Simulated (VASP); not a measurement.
# BP (F-43m) in VASP: settings compared, part 2 of 2

VASP 6.6.1.

### 3 Single point, RPBE

This run uses another cell than the first one, of 11.68 Å³/atom, 0.992 times its volume.

File INCAR:

```
SYSTEM = BP
  ALGO = Normal
  EDIFF = 1E-6
  ENCUT = 520
  GGA = RP
  ISIF = 2
  ISMEAR = 0
  LASPH = .TRUE.
  LCHARG = .FALSE.
  LREAL = .FALSE.
  LWAVE = .FALSE.
  NBANDS = 11
  NELM = 80
  PREC = Accurate
  SIGMA = 0.05
```

File KPOINTS:

```
k-points
0
G
  8 8 8
  0 0 0
```

File POSCAR:

```
BP
1.0
    0.0000000000      2.2690012231      2.2690012231
    2.2690012231      0.0000000000      2.2690012231
    2.2690012231      2.2690012231      0.0000000000
B P
1 1
Direct
    0.0000000000      0.0000000000      0.0000000000
    0.7500000000      0.7500000000      0.7500000000
```

Potentials or basis: VASP PAW PBE potentials, release 64 (B, P).

The run is started by

```bash
> cat potpaw_PBE.64/B/POTCAR potpaw_PBE.64/P/POTCAR > POTCAR
> mpirun -np 1 vasp_std > vasp.out
```

OUTCAR:

```text
SYSTEM = BP
   EDIFF = 1E-6
   ENCUT = 520
   GGA = RP
   ISIF = 2
   ISMEAR = 0
   LASPH = .TRUE.
   LREAL = .FALSE.
   NELM = 80
   PREC = Accurate

 ion  position               nearest neighbor table
   1  0.000  0.000  0.000-   2 1.97   2 1.97   2 1.97   2 1.97
   2  0.750  0.750  0.750-   1 1.97   1 1.97   1 1.97   1 1.97

  LATTYP: Found a face centered cubic cell.
 ALAT       =     4.5380024462

  Lattice vectors:

 A1 = (   0.0000000000,   2.2690012231,   2.2690012231)
 A2 = (   2.2690012231,   0.0000000000,   2.2690012231)
 A3 = (   2.2690012231,   2.2690012231,   0.0000000000)

Analysis of symmetry for initial positions (statically):
=====================================================================
 Subroutine PRICEL returns:
 Original cell was already a primitive cell.

 Routine SETGRP: Setting up the symmetry group for a
 face centered cubic supercell.

 Subroutine GETGRP returns: Found 24 space group operations
 (whereof 24 operations were pure point group operations)
 out of a pool of 48 trial point group operations.

The static configuration has the point symmetry T_d .

Analysis of symmetry for dynamics (positions and initial velocities):
[... 166 lines left out ...]
 k-point     1 :       0.0000    0.0000    0.0000
  band No.  band energies     occupation
      1      -7.9562      2.00000
      2       7.5219      2.00000
      3       7.5219      2.00000
      4       7.5219      2.00000
      5      10.9149      0.00000
      6      10.9149      0.00000
      7      10.9149      0.00000
      8      14.9369      0.00000
      9      19.1849      0.00000
     10      19.5611      0.00000
     11      19.5611      0.00000
[... 309 lines left out ...]
 k-point    24 :      -0.3750    0.2500    0.1250
  band No.  band energies     occupation
      1      -3.9716      2.00000
      2      -0.9408      2.00000
      3       2.9879      2.00000
      4       4.4038      2.00000
      5      11.7318      0.00000
      6      12.7208      0.00000
      7      15.8435      0.00000
      8      17.3534      0.00000
      9      17.9932      0.00000
     10      21.9359      0.00000
     11      24.4502      0.00000

 [... further k-points ...]
[... 5 lines left out ...]
  --------------------------------------------------------------------------------------
  -------------------------------------------------------------------------------------
  Total        0.5123268      0.5123268      0.5123268      0.0000000      0.0000000      0.0000000
  in kB       35.1336695     35.1336695     35.1336695      0.0000000      0.0000000      0.0000000
  external PRESSURE =      35.1336695 kB  Pullay stress =       0.0000000 kB

 VOLUME and BASIS-vectors are now :
 -----------------------------------------------------------------------------
  energy-cutoff  :      520.00
  volume of cell :       23.36
      direct lattice vectors                 reciprocal lattice vectors
     0.000000000  2.269001223  2.269001223    -0.220361274  0.220361274  0.220361274
     2.269001223  0.000000000  2.269001223     0.220361274 -0.220361274  0.220361274
     2.269001223  2.269001223  0.000000000     0.220361274  0.220361274 -0.220361274

 POSITION                                       TOTAL-FORCE (eV/Angst)
 -----------------------------------------------------------------------------------
      0.00000      0.00000      0.00000        -0.000000     -0.000000     -0.000000
      3.40350      3.40350      3.40350         0.000000      0.000000      0.000000
 -----------------------------------------------------------------------------------
    total drift:                               -0.000000     -0.000000     -0.000000

  FREE ENERGIE OF THE ION-ELECTRON SYSTEM (eV)
  ---------------------------------------------------
  free  energy   TOTEN  =       -12.2674071208 eV

  energy  without entropy=      -12.2674071208  energy(sigma->0) =      -12.26740712
```

OSZICAR:

```text
N       E                     dE             d eps       ncg     rms          rms(c)
DAV:   1     0.980943020152E+01    0.98094E+01   -0.40132E+03   646   0.655E+02
DAV:   2    -0.123374315344E+02   -0.22147E+02   -0.20548E+02   867   0.110E+02
DAV:   3    -0.129191814623E+02   -0.58175E+00   -0.58049E+00   819   0.154E+01
DAV:   4    -0.129214123929E+02   -0.22309E-02   -0.22306E-02   719   0.113E+00
DAV:   5    -0.129214241358E+02   -0.11743E-04   -0.11743E-04   801   0.824E-02    0.799E+00
DAV:   6    -0.123527792542E+02    0.56864E+00   -0.12732E+00   722   0.486E+00    0.440E+00
DAV:   7    -0.122709835337E+02    0.81796E-01   -0.23907E-01   794   0.242E+00    0.142E+00
DAV:   8    -0.122664092437E+02    0.45743E-02   -0.24987E-02   746   0.949E-01    0.168E-01
DAV:   9    -0.122670523771E+02   -0.64313E-03   -0.87286E-04   728   0.193E-01    0.835E-02
DAV:  10    -0.122673845364E+02   -0.33216E-03   -0.41822E-04   726   0.132E-01    0.257E-02
DAV:  11    -0.122674048108E+02   -0.20274E-04   -0.26605E-05   790   0.355E-02    0.262E-02
DAV:  12    -0.122674073098E+02   -0.24991E-05   -0.49822E-06   692   0.141E-02    0.112E-02
DAV:  13    -0.122674071208E+02    0.18907E-06   -0.84901E-08   457   0.203E-03
   1 F= -.12267407E+02 E0= -.12267407E+02  d E =-.557733E-20
```

Wall time 6.9 s (1 thread of Intel Xeon 6975P-C, shared host); peak memory 0.13 GiB.

What came out:

```yaml
Free_energy: -12.2674 eV
Pressure: 3.5 GPa
Band_gap_on_the_k_mesh: 1.28 eV, indirect (least direct gap 3.39 eV)
```

Levels at points of the mesh, in eV from the valence-band top:
```tsv
k point	band 1	band 2	band 3	band 4	band 5	band 6	band 7	band 8
(0.00, 0.00, 0.00)	-15.48	0.00	0.00	0.00	3.39	3.39	3.39	7.42
(0.50, 0.00, 0.00)	-12.15	-9.04	-1.76	-1.76	3.79	4.70	4.70	10.22
(0.50, 0.50, 0.00)	-10.61	-8.62	-4.12	-4.12	1.33	1.70	12.16	12.16
```

Caveat: the PAW data sets were made with another functional, which shifts forces and pressure a little. A k mesh can miss the band edges.

### 4 Single point, RPBE

This run uses another cell than the first one, of 11.99 Å³/atom, 1.019 times its volume.

File INCAR:

```
SYSTEM = BP
PREC     = Accurate       ! precision mode
ENCUT    = 520            ! plane-wave cutoff, eV
EDIFF    = 1E-6           ! SCF threshold, eV
ISMEAR   = 0              ! smearing method
SIGMA    = 0.05           ! smearing width, eV
LREAL    = .False.        ! projectors in reciprocal space
LASPH    = .True.         ! aspherical terms in the spheres
NELM     = 60             ! most SCF steps
ALGO     = Normal         ! electronic algorithm
ISIF     = 2              ! what is computed and relaxed
LWAVE    = .False.        ! write WAVECAR
LCHARG   = .True.         ! write CHGCAR
GGA      = RP             ! functional
LELF     = .True.         ! ELF
LVHAR    = .True.       
NBANDS   = 11             ! bands
```

File KPOINTS:

```
regular mesh
0
Gamma
  8 8 8
  0 0 0
```

File POSCAR:

```
BP
1.0
    0.0000000000      2.2888968127      2.2888968127
    2.2888968127      0.0000000000      2.2888968127
    2.2888968127      2.2888968127      0.0000000000
B P
1 1
Direct
    0.0000000000      0.0000000000      0.0000000000
    0.7500000000      0.7500000000      0.7500000000
```

The run is started by

```bash
> cat potpaw_PBE.64/B/POTCAR potpaw_PBE.64/P/POTCAR > POTCAR
> mpirun -np 1 vasp_std > vasp.out
```

Run time: 6.5 s. Hardware: 1 thread of Intel Xeon 6975P-C, shared host; peak memory 0.13 GiB.

Results (log left out):

* Free energy: -12.2730 eV
* Pressure: -0.7 GPa
* Band gap on the k mesh: 1.32 eV, indirect (least direct gap 3.36 eV)

Levels at points of the mesh, in eV from the valence-band top:
```
           k point  band 1  band 2  band 3  band 4  band 5  band 6  band 7  band 8
(0.00, 0.00, 0.00)  -15.25    0.00    0.00    0.00    3.36    3.36    3.36    7.02
(0.50, 0.00, 0.00)  -12.02   -8.85   -1.73   -1.73    3.64    4.69    4.69   10.14
(0.50, 0.50, 0.00)  -10.51   -8.48   -4.02   -4.02    1.39    1.73   11.92   11.92
```

Caveat: the PAW data sets were made with another functional, which shifts forces and pressure a little. A k mesh can miss the band edges.

### 5 Single point, PBEsol+D3(BJ)

This run uses another cell than the first one, of 11.26 Å³/atom, 0.957 times its volume.

File INCAR:

```
SYSTEM = BP
PREC = Accurate
ENCUT = 520
EDIFF = 1E-6
ISMEAR = 0
SIGMA = 0.05
LREAL = .False.
LASPH = .True.
NELM = 80
ALGO = Normal
ISIF = 2
LWAVE = .False.
LCHARG = .False.
GGA = PS
IVDW = 12
NBANDS = 11
```

File KPOINTS:

```
Automatic mesh
0
Gamma
  8 8 8
  0 0 0
```

File POSCAR:

```
BP
1.0
    0.0000000000      2.2413815878      2.2413815878
    2.2413815878      0.0000000000      2.2413815878
    2.2413815878      2.2413815878      0.0000000000
B P
1 1
Direct
    0.0000000000      0.0000000000      0.0000000000
    0.7500000000      0.7500000000      0.7500000000
```

The run is started by

```bash
> cat potpaw_PBE.64/B/POTCAR potpaw_PBE.64/P/POTCAR > POTCAR
> mpirun -np 1 vasp_std > vasp.out
```

It took 13 s on 1 thread of AMD EPYC 7R43 (Zen 3), shared host; peak memory 0.11 GiB.

It converged, with:

```
Free energy                : -14.1834 eV
Pressure                   : 0.8 GPa
Band gap on the k mesh     : 1.12 eV, indirect (least direct gap 3.41 eV)
Dispersion energy per atom : -0.260 eV
```

Levels at points of the mesh, in eV from the valence-band top:
```csv
k point,band 1,band 2,band 3,band 4,band 5,band 6,band 7,band 8,band 9
"(0.00, 0.00, 0.00)",-15.83,0.00,0.00,0.00,3.41,3.41,3.41,7.90,11.50
"(0.50, 0.00, 0.00)",-12.34,-9.36,-1.81,-1.81,3.95,4.67,4.67,10.05,14.84
"(0.50, 0.50, 0.00)",-10.76,-8.79,-4.28,-4.28,1.15,1.48,12.44,12.44,15.58
```

Caveat: the PAW data sets were made with another functional, which shifts forces and pressure a little. PBEsol gaps usually lie below the measured ones, often by a third to a half.

### 6 Summary

```csv
level,potentials or basis,cell,gap on the mesh (eV),pressure (GPa)
LDA,"VASP PAW LDA potentials, release 64 (B, P)","a = 3.217 Å, angles 60.0°, 2 atoms",1.22,-6.5
RPBE,"VASP PAW PBE potentials, release 64 (B, P)","a = 3.209 Å, angles 60.0°, 2 atoms",1.28,3.5
RPBE,"VASP PAW PBE potentials, release 64 (B, P)","a = 3.237 Å, angles 60.0°, 2 atoms",1.32,-0.7
PBEsol+D3(BJ),"VASP PAW PBE potentials, release 64 (B, P)","a = 3.170 Å, angles 60.0°, 2 atoms",1.12,0.8
```

Alike in all rows: task single point; no spin polarisation; k mesh 8 × 8 × 8; cutoff (eV) 520; smearing gaussian 0.05 eV.

Caveats: the PAW data sets were made with another functional, which shifts forces and pressure a little (some runs).

Absolute energies hang on the potentials; compare differences alone.
